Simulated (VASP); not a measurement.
Wanted: the native input for a VASP 6.6.1 run.

```yaml
Task: single point
Functional: PBE
Potentials_or_basis: VASP PAW PBE potentials, release 64 (Al, P)
Cutoff: 500 eV
k_mesh: 8 × 8 × 8
Occupations: fermi-dirac, width 0.02 eV
Spin: no spin polarisation
Dipole_correction: no
Further_INCAR_settings: ALGO = Normal; EDIFF = 1e-06; NBANDS = 11
```

The structure of AlP lies in POSCAR:

```
AlP
1.0
    0.0000000000      2.7392607961      2.7392607961
    2.7392607961      0.0000000000      2.7392607961
    2.7392607961      2.7392607961      0.0000000000
Al P
1 1
Direct
    0.0000000000      0.0000000000      0.0000000000
    0.2500000000      0.2500000000      0.2500000000
```

The input as run:

INCAR

```
PREC     = Accurate       # precision mode
ENCUT    = 500            # plane-wave cutoff, eV
EDIFF    = 1E-6           # SCF threshold, eV
ISMEAR   = -1             # smearing method
SIGMA    = 0.02           # smearing width, eV
LREAL    = F              # projectors in reciprocal space
LASPH    = T              # aspherical terms in the spheres
NELM     = 120            # most SCF steps
ALGO     = Normal         # electronic algorithm
ISIF     = 2              # what is computed and relaxed
LWAVE    = F              # write WAVECAR
LCHARG   = F              # write CHGCAR
GGA      = PE             # functional
NBANDS   = 11             # bands
GGA_COMPAT= F
```

KPOINTS

```
Automatic mesh
0
Gamma
  8 8 8
```

Potentials or basis: VASP PAW PBE potentials, release 64 (Al, P).

Run with:

```bash
$ cat potpaw_PBE.64/Al/POTCAR potpaw_PBE.64/P/POTCAR > POTCAR
$ mpirun -np 1 vasp_std > vasp.out
```

It gave:

```json
{"Pressure": "1.3 GPa", "Band gap on the k mesh": "1.60 eV, indirect (least direct gap 3.22 eV)"}
```

It took 7.1 s on 1 thread of Intel Xeon 6975P-C, with other jobs on the host, peak memory 0.15 GiB.
